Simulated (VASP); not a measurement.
# W (Pmm2) in VASP: single point with PBEsol

Aim: the single point of W with PBEsol.

Program: VASP 6.6.1. These are calculated values, not measurements. Logs are shortened: lines on timing, memory, paths and dates and some standing lists are left out, and cuts for length are marked.

### Step 1. The cell of the first run

Symmetry: Pmm2, No. 25, orthorhombic system. The conventional cell has a = 5.032 Å, b = 5.032 Å, c = 5.032 Å, α = 90.00°, β = 90.00°, γ = 90.00°. Within 3.0 Å of W (site symmetry mm2) lie 8 W at 2.29 to 2.88 Å. Within 3.7 Å of W (site symmetry mm2) lie 12 W at 2.81 Å. W (site symmetry mm2) has 14 W at 2.52 to 3.13 Å within 3.3 Å. Within 3.3 Å of W (site symmetry mm2) lie 14 W at 2.52 to 3.08 Å. Within 3.1 Å of W (site symmetry m) lie 13 W at 2.29 to 3.08 Å. Within 3.3 Å of W (site symmetry m) lie 14 W at 2.52 to 3.08 Å.

### Step 2. Single point, PBEsol (atom 1 (W) moved -0.600 Å along Cartesian [0 0 1])

Contents of INCAR:

```
PREC = Accurate
ENCUT = 520
EDIFF = 1E-6
ISMEAR = 0
SIGMA = 0.15
LREAL = F
LASPH = T
NELM = 80
ALGO = Fast
ISIF = 2
LWAVE = F
LCHARG = F
GGA = PS
NBANDS = 66
```

Contents of KPOINTS:

```
Automatic mesh
0
Gamma
  8 8 8
```

Contents of POSCAR:

```
W
1.0
    5.0320434147      0.0000000000      0.0000000000
    0.0000000000      5.0320434147      0.0000000000
    0.0000000000      0.0000000000      5.0320434147
W
8
Direct
    0.0000000000      0.0000000000     -0.1192358552
    0.5000000000      0.5000000000      0.5000000000
    0.0000000000      0.5000000000      0.2500000000
    0.0000000000      0.5000000000      0.7500000000
    0.2500000000      0.0000000000      0.5000000000
    0.7500000000      0.0000000000      0.5000000000
    0.5000000000      0.7500000000      0.0000000000
    0.5000000000      0.2500000000      0.0000000000
```

Potentials or basis: VASP PAW PBE potentials, release 64 (W_sv).

Started as:

```bash
$ cat potpaw_PBE.64/W_sv/POTCAR > POTCAR
$ mpirun -np 1 vasp_std > vasp.out
```

OUTCAR:

```text
PREC = Accurate
   ENCUT = 520
   EDIFF = 1E-6
   ISMEAR = 0
   LREAL = F
   LASPH = T
   NELM = 80
   ISIF = 2
   GGA = PS

 ion  position               nearest neighbor table
   1  0.000  0.000  0.881-   5 2.29   6 2.29   4 2.60   4 2.60   8 2.88   7 2.88   7 2.88   8 2.88
                             3 3.13   3 3.13   5 3.36   6 3.36
   2  0.500  0.500  0.500-   3 2.81   4 2.81   5 2.81   6 2.81   7 2.81   8 2.81   7 2.81   8 2.81
                             5 2.81   6 2.81   3 2.81   4 2.81
   3  0.000  0.500  0.250-   4 2.52   4 2.52   2 2.81   2 2.81   7 3.08   8 3.08   5 3.08   5 3.08
                             6 3.08   6 3.08   7 3.08   8 3.08   1 3.13   1 3.13
   4  0.000  0.500  0.750-   3 2.52   3 2.52   1 2.60   1 2.60   2 2.81   2 2.81   8 3.08   5 3.08
                             6 3.08   5 3.08   6 3.08   7 3.08   7 3.08   8 3.08
   5  0.250  0.000  0.500-   1 2.29   6 2.52   6 2.52   2 2.81   2 2.81   7 3.08   8 3.08   7 3.08
                             8 3.08   4 3.08   3 3.08   4 3.08   3 3.08   1 3.36
   6  0.750  0.000  0.500-   1 2.29   5 2.52   5 2.52   2 2.81   2 2.81   7 3.08   8 3.08   7 3.08
                             8 3.08   4 3.08   3 3.08   4 3.08   3 3.08   1 3.36
   7  0.500  0.750  0.000-   8 2.52   8 2.52   2 2.81   2 2.81   1 2.88   1 2.88   3 3.08   4 3.08
                             5 3.08   6 3.08   5 3.08   6 3.08   3 3.08   4 3.08
   8  0.500  0.250  0.000-   7 2.52   7 2.52   2 2.81   2 2.81   1 2.88   1 2.88   3 3.08   4 3.08
                             5 3.08   6 3.08   5 3.08   6 3.08   3 3.08   4 3.08

  LATTYP: Found a simple cubic cell.
 ALAT       =     5.0320434147

  Lattice vectors:

 A1 = (   5.0320434147,   0.0000000000,   0.0000000000)
 A2 = (   0.0000000000,   5.0320434147,   0.0000000000)
 A3 = (   0.0000000000,   0.0000000000,   5.0320434147)

Analysis of symmetry for initial positions (statically):
=====================================================================
 Subroutine PRICEL returns:
 Original cell was already a primitive cell.

 Routine SETGRP: Setting up the symmetry group for a
 simple cubic supercell.

 Subroutine GETGRP returns: Found  4 space group operations
 (whereof  4 operations were pure point group operations)
 out of a pool of 48 trial point group operations.

The static configuration has the point symmetry C_2v.

Analysis of symmetry for dynamics (positions and initial velocities):
=====================================================================
 Subroutine PRICEL returns:
 Original cell was already a primitive cell.

 Routine SETGRP: Setting up the symmetry group for a
 simple cubic supercell.

 Subroutine GETGRP returns: Found  4 space group operations
 (whereof  4 operations were pure point group operations)
 out of a pool of 48 trial point group operations.

[... 125 lines left out ...]
   EMIN   =  10.00;   EMAX   =-10.00  energy-range for DOS
   EFERMI =   0.00;   METHOD = LEGACY
   ISMEAR =     0;   SIGMA  =   0.15  broadening in eV -4-tet -1-fermi 0-gaus
   EFERMI_NEDOS =   21; number of points for ismear=-14 and -15
   IALGO  =     68    algorithm
   IMIX   =      4    mixing-type and parameters
     AMIX     =   0.40;   BMIX     =  1.00
     AMIX_MAG =   1.60;   BMIX_MAG =  1.00
  volume/ion in A,a.u.               =      15.93       107.48
  Fermi-wavevector in a.u.,A,eV,Ry     =   1.568206  2.963480 33.460403  2.459270
  Thomas-Fermi vector in A             =   2.670272
   LORBIT       =      0    0 simple, 1 ext, 2 COOP (PROOUT), +10 PAW based schemes
   GGA     = PS    functional components
   LHFCALC =     F    Hartree Fock is set to
   AEXX    =    0.0000 exact exchange contribution
   IVDW    =     0    specifies the selected vdW correction
   LEPSILON=     F    determine dielectric tensor
   LRPA    =     F    only Hartree local field effects (RPA)
 non-spin polarized calculation
 RMM-DIIS sequential band-by-band and
 Gauss-broadening in eV      SIGMA  =   0.15
  energy-cutoff  :      520.00
  volume of cell :      127.42
 maximum number of plane-waves:      3468
 NGX is ok and might be reduce to    40
   NGX = 19   NGY = 19   NGZ = 19

 number of electron     111.9999965 magnetization

 Free energy of the ion-electron system (eV)
  ---------------------------------------------------
  ext. energy  EPLUGINS =         0.00000000
  ---------------------------------------------------
  free energy    TOTEN  =      -106.23280849 eV

  energy without entropy =     -106.18479620  energy(sigma->0) =     -106.20880235

 E-fermi :  10.9271     XC(G=0): -13.6722

 val. band max:       10.9251391423   @ k =   0.0000   0.0000   0.0000
 cond. band min:      10.9285581693   @ k =   0.3750   0.1250   0.5000
 fundamental gap:      0.0034190271
 Fermi energy:        10.9270708441

 k-point     1 :       0.0000    0.0000    0.0000
  band No.  band energies     occupation
      1     -63.0187      2.00000
      2     -62.9820      2.00000
      3     -62.8655      2.00000
      4     -62.8355      2.00000
      5     -62.7771      2.00000
      6     -62.6320      2.00000
[... 1645 lines left out ...]
     65      13.3746      0.00000
     66      14.2905      0.00000

 [... further k-points ...]

------------------------ aborting loop because EDIFF is reached ----------------------------------------

  FORCE on cell =-STRESS in cart. coord.  units (eV):
  Direction    XX          YY          ZZ          XY          YZ          ZX
  --------------------------------------------------------------------------------------
  -------------------------------------------------------------------------------------
  Total       10.9357767      5.4596463     14.7825222      0.0000000      0.0000000      0.0000000
  in kB      137.5077192     68.6502230    185.8771408      0.0000000      0.0000000      0.0000000
  external PRESSURE =     130.6783610 kB  Pullay stress =       0.0000000 kB

 VOLUME and BASIS-vectors are now :
 -----------------------------------------------------------------------------
  energy-cutoff  :      520.00
  volume of cell :      127.42
      direct lattice vectors                 reciprocal lattice vectors
     5.032043415  0.000000000  0.000000000     0.198726425  0.000000000  0.000000000
     0.000000000  5.032043415  0.000000000     0.000000000  0.198726425  0.000000000
     0.000000000  0.000000000  5.032043415     0.000000000  0.000000000  0.198726425

 POSITION                                       TOTAL-FORCE (eV/Angst)
 -----------------------------------------------------------------------------------
      0.00000      0.00000      4.43204        -0.000000      0.000000     12.466164
      2.51602      2.51602      2.51602        -0.000000      0.000000     -0.674357
      0.00000      2.51602      1.25801        -0.000000      0.000000     -0.792219
      0.00000      2.51602      3.77403        -0.000000      0.000000     -0.719626
      1.25801      0.00000      2.51602         1.958813      0.000000     -5.096681
      3.77403      0.00000      2.51602        -1.958813      0.000000     -5.096681
      2.51602      3.77403      0.00000        -0.000000     -0.521012     -0.043300
      2.51602      1.25801      0.00000        -0.000000      0.521012     -0.043300
 -----------------------------------------------------------------------------------
    total drift:                               -0.000000     -0.000000      0.000312

  FREE ENERGIE OF THE ION-ELECTRON SYSTEM (eV)
  ---------------------------------------------------
  free  energy   TOTEN  =      -106.2328084916 eV

  energy  without entropy=     -106.1847962006  energy(sigma->0) =     -106.20880235
```

OSZICAR:

```text
N       E                     dE             d eps       ncg     rms          rms(c)
DAV:   1     0.162398189064E+04    0.16240E+04   -0.63738E+04 16500   0.201E+03
DAV:   2     0.103936932572E+02   -0.16136E+04   -0.15762E+04 16572   0.663E+02
DAV:   3    -0.105973116763E+03   -0.11637E+03   -0.10889E+03 18824   0.159E+02
DAV:   4    -0.111385895485E+03   -0.54128E+01   -0.51344E+01 19752   0.292E+01
DAV:   5    -0.111538994207E+03   -0.15310E+00   -0.15207E+00 19680   0.476E+00    0.654E+01
RMM:   6    -0.107363501383E+03    0.41755E+01   -0.74801E+00 19123   0.118E+01    0.288E+01
RMM:   7    -0.106291544059E+03    0.10720E+01   -0.45664E+00 18852   0.957E+00    0.239E+00
RMM:   8    -0.106241739957E+03    0.49804E-01   -0.13394E+00 22344   0.372E+00    0.190E+00
RMM:   9    -0.106230503056E+03    0.11237E-01   -0.18259E-01 21930   0.172E+00    0.623E-01
RMM:  10    -0.106232346331E+03   -0.18433E-02   -0.54249E-02 23391   0.848E-01    0.416E-01
RMM:  11    -0.106232648341E+03   -0.30201E-03   -0.12011E-02 23088   0.439E-01    0.921E-02
RMM:  12    -0.106232795851E+03   -0.14751E-03   -0.23206E-03 23974   0.207E-01    0.473E-02
RMM:  13    -0.106232811472E+03   -0.15621E-04   -0.38042E-04 24075   0.883E-02    0.342E-02
RMM:  14    -0.106232806897E+03    0.45742E-05   -0.83517E-05 22269   0.445E-02    0.712E-03
RMM:  15    -0.106232808644E+03   -0.17469E-05   -0.25718E-05 21943   0.226E-02    0.659E-03
RMM:  16    -0.106232808492E+03    0.15269E-06   -0.50194E-06 15817   0.105E-02
   1 F= -.10623281E+03 E0= -.10620880E+03  d E =-.480123E-01
```

It took 34 min on 1 thread of Oxide Virtual Turin-like, shared host; peak memory 0.7 GiB.

What came out:

- Free energy: -106.2328 eV
- Pressure: 13.1 GPa
- Largest force: 12.466 eV/Å
- Band gap on the k mesh: zero (bands 56 and 57 overlap by 0.78 eV)

Forces on the atoms (eV/Å):
```
W    0.000  0.000 12.466
W    0.000  0.000 -0.674
W    0.000  0.000 -0.792
W    0.000  0.000 -0.720
W    1.959  0.000 -5.097
W   -1.959  0.000 -5.097
W    0.000 -0.521 -0.043
W    0.000  0.521 -0.043
```

Levels at points of the mesh, in eV from the Fermi level:
```
           k point  band 52  band 53  band 54  band 55  band 56  band 57  band 58  band 59  band 60  band 61
(0.00, 0.00, 0.00)    -1.83    -1.44    -1.40    -0.43     0.00     0.05     0.93     0.95     1.63     2.09
(0.50, 0.00, 0.00)    -1.22    -1.20    -0.97    -0.85    -0.25     0.43     0.71     0.95     1.30     1.31
(0.00, 0.50, 0.00)    -1.13    -1.07    -1.05    -0.76    -0.75     0.01     0.69     0.82     0.96     1.21
(0.00, 0.00, 0.50)    -1.23    -1.07    -1.00    -0.29    -0.26     0.25     0.55     0.81     1.04     1.47
(0.50, 0.50, 0.00)    -1.34    -1.33    -1.04    -0.82     0.31     0.36     0.52     0.67     1.07     1.14
(0.00, 0.50, 0.50)    -1.52    -1.25    -0.99    -0.50     0.24     0.39     0.62     0.63     0.91     1.27
(0.50, 0.00, 0.50)    -1.60    -1.50    -0.98    -0.75     0.07     0.17     0.28     0.44     1.01     1.16
(0.50, 0.50, 0.50)    -1.62    -1.37    -1.14    -0.98    -0.91     0.50     1.03     1.03     1.21     1.79
```

Caveat: the cell differs from its parent crystal (atom 1 (W) moved -0.600 Å along Cartesian [0 0 1]); the stress differs along the axes, from 7 to 19 GPa; the PAW data sets were made with another functional, which shifts forces and pressure a little; spin-orbit coupling is left out, which moves the levels of the heavy elements.
